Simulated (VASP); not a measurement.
# ZnCu (Pm-3m) in VASP: single point with LDA

Aim: the single point of ZnCu with LDA.

Everything below comes from runs of VASP 6.6.1. Logs are shortened: lines on timing, memory, paths and dates and some standing lists are left out, and cuts for length are marked.

## (1) The cell of the first run

Symmetry: Pm-3m, No. 221, cubic system. The conventional cell has a = 2.869 Å, b = 2.869 Å, c = 2.869 Å, α = 90.00°, β = 90.00°, γ = 90.00°. Within 3.3 Å of Zn (site symmetry m-3m) lie 8 Cu at 2.48 Å and 6 Zn at 2.87 Å. Within 3.3 Å of Cu (site symmetry m-3m) lie 8 Zn at 2.48 Å and 6 Cu at 2.87 Å.

## (2) Single point, LDA

Contents of INCAR:

```
  PREC = Accurate
  ENCUT = 820
  EDIFF = 1E-6
  ISMEAR = 0
  SIGMA = 0.1
  LREAL = F
  LASPH = T
  NELM = 120
  ALGO = Normal
  ISIF = 2
  LWAVE = F
  LCHARG = F
  NBANDS = 22
  GGA_COMPAT = F
```

Contents of KPOINTS:

```
regular mesh
0
Gamma
  14 14 14
```

Contents of POSCAR:

```
ZnCu
1.0
    2.8694255031      0.0000000000      0.0000000000
    0.0000000000      2.8694255031      0.0000000000
    0.0000000000      0.0000000000      2.8694255031
Zn Cu
1 1
Direct
    0.5000000000      0.5000000000      0.5000000000
    0.0000000000      0.0000000000      0.0000000000
```

Potentials or basis: VASP PAW LDA potentials, release 64 (Zn, Cu_sv_GW).

On the command line:

```sh
cat potpaw_LDA.64/Zn/POTCAR potpaw_LDA.64/Cu_sv_GW/POTCAR > POTCAR
mpirun -np 1 vasp_std > vasp.out
```

OUTCAR:

```text
PREC = Accurate
   ENCUT = 820
   EDIFF = 1E-6
   ISMEAR = 0
   LREAL = F
   LASPH = T
   NELM = 120
   ISIF = 2

 ion  position               nearest neighbor table
   1  0.500  0.500  0.500-   2 2.48   2 2.48   2 2.48   2 2.48   2 2.48   2 2.48   2 2.48   2 2.48

   2  0.000  0.000  0.000-   1 2.48   1 2.48   1 2.48   1 2.48   1 2.48   1 2.48   1 2.48   1 2.48

  LATTYP: Found a simple cubic cell.
 ALAT       =     2.8694255031

  Lattice vectors:

 A1 = (   2.8694255031,   0.0000000000,   0.0000000000)
 A2 = (   0.0000000000,   2.8694255031,   0.0000000000)
 A3 = (   0.0000000000,   0.0000000000,   2.8694255031)

Analysis of symmetry for initial positions (statically):
=====================================================================
 Subroutine PRICEL returns:
 Original cell was already a primitive cell.

 Routine SETGRP: Setting up the symmetry group for a
 simple cubic supercell.

 Subroutine GETGRP returns: Found 48 space group operations
 (whereof 48 operations were pure point group operations)
 out of a pool of 48 trial point group operations.

The static configuration has the point symmetry O_h .

Analysis of symmetry for dynamics (positions and initial velocities):
=====================================================================
 Subroutine PRICEL returns:
 Original cell was already a primitive cell.

 Routine SETGRP: Setting up the symmetry group for a
 simple cubic supercell.

 Subroutine GETGRP returns: Found 48 space group operations
 (whereof 48 operations were pure point group operations)
 out of a pool of 48 trial point group operations.

The dynamic configuration has the point symmetry O_h .

 Subroutine INISYM returns: Found 48 space group operations
 (whereof 48 operations are pure point group operations),
 and found     1 'primitive' translations

----------------------------------------------------------------------------------------

                                     Primitive cell

  volume of cell :      23.6257

  direct lattice vectors                    reciprocal lattice vectors
     2.869425503  0.000000000  0.000000000     0.348501816  0.000000000  0.000000000
     0.000000000  2.869425503  0.000000000     0.000000000  0.348501816  0.000000000
     0.000000000  0.000000000  2.869425503     0.000000000  0.000000000  0.348501816

  length of vectors
     2.869425503  2.869425503  2.869425503     0.348501816  0.348501816  0.348501816

  position of ions in fractional coordinates (direct lattice)
     0.500000000  0.500000000  0.500000000
     0.000000000  0.000000000  0.000000000

  ion indices of the primitive-cell ions
   primitive index   ion index
                 1           1
                 2           2

----------------------------------------------------------------------------------------

 KPOINTS: regular mesh

Automatic generation of k-mesh.
 Grid dimensions read from file:
 generate k-points for:   14   14   14

 Generating k-lattice:

  Cartesian coordinates                     Fractional coordinates (reciprocal lattice)
     0.024892987  0.000000000  0.000000000     0.071428571  0.000000000  0.000000000
     0.000000000  0.024892987  0.000000000     0.000000000  0.071428571  0.000000000
     0.000000000  0.000000000  0.024892987     0.000000000  0.000000000  0.071428571

  Length of vectors
     0.024892987  0.024892987  0.024892987

  Shift w.r.t. Gamma in fractional coordinates (k-lattice)
     0.000000000  0.000000000  0.000000000

 Subroutine IBZKPT returns following result:
 ===========================================

 Found    120 irreducible k-points:

 Following reciprocal coordinates:
            Coordinates               Weight
  0.000000  0.000000  0.000000      1.000000
  0.071429  0.000000  0.000000      6.000000
  0.142857  0.000000  0.000000      6.000000
  0.214286  0.000000  0.000000      6.000000
  0.285714  0.000000  0.000000      6.000000
  0.357143  0.000000  0.000000      6.000000
[... 16 lines left out ...]
  0.285714  0.214286  0.000000     24.000000
  0.357143  0.214286  0.000000     24.000000
 [... further k-points ...]
   k-points           NKPTS =    120   k-points in BZ     NKDIM =    120   number of bands    NBANDS=     22
   number of dos      NEDOS =    301   number of ions     NIONS =      2
   total plane-waves  NPLWV =  21952
   dimension x,y,z NGX =    28 NGY =   28 NGZ =   28
   dimension x,y,z NGXF=    56 NGYF=   56 NGZF=   56
   ions per type =               1   1
   NGX,Y,Z   is equivalent  to a cutoff of  16.22, 16.22, 16.22 a.u.
   NGXF,Y,Z  is equivalent  to a cutoff of  32.44, 32.44, 32.44 a.u.
 SYSTEM =  unknown system
   PREC   = accura    normal or accurate (medium, high low for compatibility)
   ISTART =      0    job   : 0-new  1-cont  2-samecut
   ICHARG =      2    charge: 1-file 2-atom 10-const
   ISPIN  =      1    spin polarized calculation?
   LNONCOLLINEAR =      F non collinear calculations
   LSORBIT =      F    spin-orbit coupling
   LASPH  =      T    aspherical Exc in radial PAW
   ENCUT  =  820.0 eV  60.27 Ry    7.76 a.u.   6.70  6.70  6.70*2*pi/ulx,y,z
   NELM   =    120;   NELMIN=  2; NELMDL= -5     # of ELM steps
   EDIFF  = 0.1E-05   stopping-criterion for ELM
   LREAL  =      F    real-space projection
   EDIFFG = 0.1E-04   stopping-criterion for IOM
   NSW    =      0    number of steps for IOM
   IBRION =     -1    ionic relax: 0-MD 1-quasi-New 2-CG
   NFREE  =      0    steps in history (QN), initial steepest desc. (CG)
   ISIF   =      2    stress and relaxation
   ISYM   =      2    0-nonsym 1-usesym 2-fastsym
   POTIM  = 0.5000    time-step for ionic-motion
   TEBEG  =    0.0;   TEEND  =   0.0 temperature during run
   PSTRESS=    0.0 pullay stress
   NELECT =      31.0000    total number of electrons
   NUPDOWN=      -1.0000    fix difference up-down
   EMIN   =  10.00;   EMAX   =-10.00  energy-range for DOS
   EFERMI =   0.00;   METHOD = LEGACY
   ISMEAR =     0;   SIGMA  =   0.10  broadening in eV -4-tet -1-fermi 0-gaus
   EFERMI_NEDOS =   21; number of points for ismear=-14 and -15
   IALGO  =     38    algorithm
   IMIX   =      4    mixing-type and parameters
     AMIX     =   0.40;   BMIX     =  1.00
     AMIX_MAG =   1.60;   BMIX_MAG =  1.00
  volume/ion in A,a.u.               =      11.81        79.72
  Fermi-wavevector in a.u.,A,eV,Ry     =   1.792258  3.386876 43.704464  3.212187
  Thomas-Fermi vector in A             =   2.854658
   LORBIT       =      0    0 simple, 1 ext, 2 COOP (PROOUT), +10 PAW based schemes
   GGA     = CA    functional components
   LHFCALC =     F    Hartree Fock is set to
   AEXX    =    0.0000 exact exchange contribution
   IVDW    =     0    specifies the selected vdW correction
   LEPSILON=     F    determine dielectric tensor
   LRPA    =     F    only Hartree local field effects (RPA)
 non-spin polarized calculation
 Gauss-broadening in eV      SIGMA  =   0.10
  energy-cutoff  :      820.00
  volume of cell :       23.63
 maximum number of plane-waves:      1328
 NGX is ok and might be reduce to    28
   NGX = 13   NGY = 13   NGZ = 13

 number of electron      31.0000016 magnetization

 Free energy of the ion-electron system (eV)
  ---------------------------------------------------
  ext. energy  EPLUGINS =         0.00000000
  ---------------------------------------------------
  free energy    TOTEN  =        -6.94685282 eV

  energy without entropy =       -6.94550053  energy(sigma->0) =       -6.94617668

 E-fermi :   6.0526     XC(G=0): -13.5666

 val. band max:        5.9102384242   @ k =   0.3571   0.2143   0.1429
 cond. band min:       6.0679693627   @ k =   0.4286   0.3571   0.2143
 fundamental gap:      0.1577309385
 Fermi energy:         6.0526126756

 k-point     1 :       0.0000    0.0000    0.0000
  band No.  band energies     occupation
      1    -106.0858      2.00000
      2     -64.0430      2.00000
      3     -64.0430      2.00000
      4     -64.0430      2.00000
      5      -4.9672      2.00000
      6      -2.1780      2.00000
[... 14 lines left out ...]
     21      19.3962      0.00000
     22      30.3431      0.00000

 k-point     2 :       0.0714    0.0000    0.0000
  band No.  band energies     occupation
      1    -106.0860      2.00000
      2     -64.0441      2.00000
      3     -64.0433      2.00000
      4     -64.0433      2.00000
      5      -4.8694      2.00000
      6      -2.1645      2.00000
[... 14 lines left out ...]
     21      19.9571      0.00000
     22      29.2707      0.00000

 k-point     3 :       0.1429    0.0000    0.0000
  band No.  band energies     occupation
      1    -106.0860      2.00000
      2     -64.0463      2.00000
      3     -64.0432      2.00000
      4     -64.0432      2.00000
      5      -4.5794      2.00000
      6      -2.1261      2.00000
[... 14 lines left out ...]
     21      21.9526      0.00000
     22      27.5211      0.00000

 k-point     4 :       0.2143    0.0000    0.0000
  band No.  band energies     occupation
      1    -106.0858      2.00000
      2     -64.0492      2.00000
      3     -64.0429      2.00000
      4     -64.0429      2.00000
      5      -4.1092      2.00000
      6      -2.0697      2.00000
[... 14 lines left out ...]
     21      24.6442      0.00000
     22      25.8369      0.00000

 k-point     5 :       0.2857    0.0000    0.0000
  band No.  band energies     occupation
      1    -106.0855      2.00000
      2     -64.0522      2.00000
      3     -64.0427      2.00000
      4     -64.0427      2.00000
      5      -3.4911      2.00000
      6      -2.0054      2.00000
[... 417 lines left out ...]
 k-point    22 :       0.2143    0.2143    0.0000
  band No.  band energies     occupation
      1    -106.0855      2.00000
      2     -64.0487      2.00000
      3     -64.0486      2.00000
      4     -64.0427      2.00000
      5      -3.3355      2.00000
      6      -1.9759      2.00000
[... 14 lines left out ...]
     21      24.4368      0.00000
     22      25.8059      0.00000

 k-point    23 :       0.2857    0.2143    0.0000
  band No.  band energies     occupation
      1    -106.0852      2.00000
      2     -64.0518      2.00000
      3     -64.0483      2.00000
      4     -64.0424      2.00000
      5      -2.8410      2.00000
      6      -1.9498      2.00000
[... 14 lines left out ...]
     21      24.3578      0.00000
     22      24.6846      0.00000

 k-point    24 :       0.3571    0.2143    0.0000
  band No.  band energies     occupation
      1    -106.0849      2.00000
      2     -64.0545      2.00000
      3     -64.0480      2.00000
      4     -64.0421      2.00000
      5      -2.4178      2.00000
      6      -1.9487      2.00000
[... 14 lines left out ...]
     21      22.6483      0.00000
     22      23.5414      0.00000

 [... further k-points ...]
[... 5 lines left out ...]
  --------------------------------------------------------------------------------------
  -------------------------------------------------------------------------------------
  Total       -0.0340291     -0.0340291     -0.0340291      0.0000000      0.0000000     -0.0000000
  in kB       -2.3076834     -2.3076834     -2.3076834      0.0000000      0.0000000     -0.0000000
  external PRESSURE =      -2.3076834 kB  Pullay stress =       0.0000000 kB

 VOLUME and BASIS-vectors are now :
 -----------------------------------------------------------------------------
  energy-cutoff  :      820.00
  volume of cell :       23.63
      direct lattice vectors                 reciprocal lattice vectors
     2.869425503  0.000000000  0.000000000     0.348501816  0.000000000  0.000000000
     0.000000000  2.869425503  0.000000000     0.000000000  0.348501816  0.000000000
     0.000000000  0.000000000  2.869425503     0.000000000  0.000000000  0.348501816

 POSITION                                       TOTAL-FORCE (eV/Angst)
 -----------------------------------------------------------------------------------
      1.43471      1.43471      1.43471         0.000000      0.000000      0.000000
      0.00000      0.00000      0.00000         0.000000      0.000000      0.000000
 -----------------------------------------------------------------------------------
    total drift:                               -0.000000      0.000000      0.000000

  FREE ENERGIE OF THE ION-ELECTRON SYSTEM (eV)
  ---------------------------------------------------
  free  energy   TOTEN  =        -6.9468528221 eV

  energy  without entropy=       -6.9455005341  energy(sigma->0) =       -6.94617668
```

It took 80 s on 1 thread of Intel Xeon Platinum 8559C (Emerald Rapids), shared host; peak memory 0.28 GiB.

Results:

```yaml
Free_energy: -6.9469 eV
Pressure: -0.2 GPa
Band_gap_on_the_k_mesh: zero (an odd number of electrons rules out a gap without spin polarisation)
```

The gap in the log of VASP goes by the Fermi energy; the results here count the filled bands.